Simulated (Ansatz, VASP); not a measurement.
# IrS: VASP beside Ansatz

POSCAR

```
IrS
1.0
    0.0000000000      2.4605182162      2.5097285805
    2.4605182162      0.0000000000      2.5097285805
    2.4605182162      2.4605182162      0.0000000000
Ir S
1 1
Direct
    0.5000000000      0.5000000000      0.5000000000
    0.0000000000      0.0000000000      0.0000000000
```

The input INCAR.step1:

```
ALGO = Normal
EDIFF = 1E-4
ENCUT = 520
GGA = PE
ISMEAR = 0
LASPH = True
LCHARG = False
LREAL = False
LWAVE = True
NBANDS = 14
NELM = 80
PREC = Accurate
SIGMA = 0.05
```

The input INCAR.step2:

```
ALGO = Normal
EDIFF = 1E-7
ENCUT = 520
ISIF = 2
ISMEAR = 0
ISTART = 1
LASPH = True
LCHARG = True
LELF = True
LMIXTAU = True
LREAL = False
LVHAR = True
LWAVE = False
METAGGA = R2SCAN
NBANDS = 14
NELM = 80
PREC = Accurate
SIGMA = 0.05
```

File KPOINTS:

```
k-points
0
Gamma
  12 12 12
```

Input for Ansatz:

```yaml
crystal:
  lattice:
    - [0.0, 2.4605182162, 2.5097285805]
    - [2.4605182162, 0.0, 2.5097285805]
    - [2.4605182162, 2.4605182162, 0.0]
  atoms:
    - { symbol: Ir, position: [0.5, 0.5, 0.5] }
    - { symbol: S, position: [0.0, 0.0, 0.0] }
basis:
  ecutwfc: 500
  ecutrho_ratio: 4
kpoints:
  mp_grid: { grid: [12, 12, 12] }
hamiltonian:
  xc: r2scan
scf:
  occupations: { method: gaussian, width: 0.05 }
output:
  forces: true
  stress: true
  eigenvalues: true
```

Change from the starting cell: strain e3 = +0.02, atoms carried along.

Alike in both runs: task single point; functional r2SCAN; k mesh 12 × 12 × 12; occupations gaussian, width 0.05 eV; no spin polarisation.

```csv
,VASP,Ansatz
version,VASP 6.6.1,Ansatz 0.2.0
potentials or method,"VASP PAW PBE potentials, release 64 (Ir, S), cutoff 520 eV","scalar-relativistic, plane waves, PAW"
valence electrons in the cell,15,23
```

|  | VASP | Ansatz | Ansatz less VASP |
| --- | --- | --- | --- |
| gap on the k mesh at the Fermi level (eV) | none | none | - |
| pressure (GPa) | -2.6 | -3.6 | -1.05 |
| traceless stress, the component that is largest in VASP (GPa) | -2.86 | -2.73 | +0.127 |

VASP's potentials were made for PBE, not for r2SCAN. A gap of «none» marks a metal or a gap that the smearing closes. VASP's potentials hold 15 valence electrons a cell and Ansatz's 23, so a difference there can come from the potentials and not from the codes.

Spin-orbit coupling is off throughout.
